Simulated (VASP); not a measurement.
Set up this calculation in VASP 6.6.1, as the native input.

```yaml
Task: single point
Functional: PBE
Potentials_or_basis: VASP PAW PBE potentials, release 64 (Au, C)
Cutoff: 520 eV
k_mesh: 9 × 9 × 1
Occupations: gaussian, width 0.1 eV
Spin: no spin polarisation
Dipole_correction: yes
Further_INCAR_settings: ALGO = Normal; EDIFF = 1e-07; NBANDS = 26
```

The structure of Au3C lies in POSCAR:

```
Au3C
1.0
    2.9402049748      0.0000000000      0.0000000000
   -1.4701024874      2.5462922005      0.0000000000
    0.0000000000      0.0000000000     21.8974947720
Au C
3 1
Direct
    0.6666666667      0.3333333333      0.1826692981
    0.3333333333      0.6666666667      0.2945190844
    0.0000000000      0.0000000000      0.4063247812
    0.7777777778     -0.7777777778      0.4606688974
```

The input as run:

INCAR

```
ALGO = Normal
DIPOL = 0.5 0.5 0.336
EDIFF = 1E-7
ENCUT = 520
GGA = PE
IDIPOL = 3
ISIF = 2
ISMEAR = 0
LASPH = True
LCHARG = True
LDIPOL = True
LELF = True
LREAL = False
LVACPOTAV = True
LVHAR = True
LWAVE = False
NBANDS = 26
NELM = 80
PREC = Accurate
SIGMA = 0.1
```

KPOINTS

```
k-points
0
Gamma
  9 9 1
```

Potentials or basis: VASP PAW PBE potentials, release 64 (Au, C).

Launch:

```sh
$ cat potpaw_PBE.64/Au/POTCAR potpaw_PBE.64/C/POTCAR > POTCAR
$ mpirun -np 1 vasp_std > vasp.out
```

Results of the run:

| Item | Value |
| --- | --- |
| Largest force | 11.756 eV/Å |

Wall time 5.9 min on 1 thread of Oxide Virtual Turin-like Processor, on a shared host, peak memory 0.31 GiB.
